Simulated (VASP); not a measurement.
Input of a VASP 6.6.1 run:

INCAR

```
PREC = Accurate
ENCUT = 520
EDIFF = 1E-6
ISMEAR = 0
SIGMA = 0.1
LREAL = False
LASPH = True
NELM = 80
ALGO = Normal
ISIF = 2
LWAVE = False
LCHARG = True
GGA = PE
LELF = True
LVHAR = True
NBANDS = 50
```

File KPOINTS:

```
regular mesh
0
Gamma
  2 2 2
```

Contents of POSCAR:

```
Ba3Bi2Sb4
1.0
   -2.4201097500      3.8740100000      4.9887738800
    9.6804380000      0.0000000000      0.0000004900
    2.4201097500      3.8740100000     -4.9887738800
Bi Ba Sb
2 3 4
Direct
   -0.0149861947     -0.0142714113      0.0170220696
    0.0097223260      0.4903136358     -0.0077073595
    0.7153290628      0.1198976104      0.2867037146
    0.3403131402      0.4098407664      0.6617204116
    0.2767234061      0.8891877331      0.7252990461
    0.7629400203      0.2489058731      0.7252492204
    0.2767941318      0.2489192192      0.2390925076
    0.6907567785      0.7673373699      0.6963173385
    0.3057109339      0.7673343026      0.3112688880
```

Potentials or basis: VASP PAW PBE potentials, release 64 (Bi_d, Ba_sv, Sb).

The run is started by

```sh
$ cat potpaw_PBE.64/Bi_d/POTCAR potpaw_PBE.64/Ba_sv/POTCAR potpaw_PBE.64/Sb/POTCAR > POTCAR
$ mpirun -np 1 vasp_std > vasp.out
```

(1) What does it give for the largest force?

(2) Predict the band gap on the k mesh.

(3) What does it give for the pressure?

## Answers

(1) 0.455 eV/Å.

(2) zero (band 40 reaches 3.80 eV, above the bottom of band 41 at 3.49 eV).

(3) -0.2 GPa.

Caveat: the k points lie up to 0.51 Å⁻¹ apart; spin-orbit coupling is left out, which moves the levels of the heavy elements.
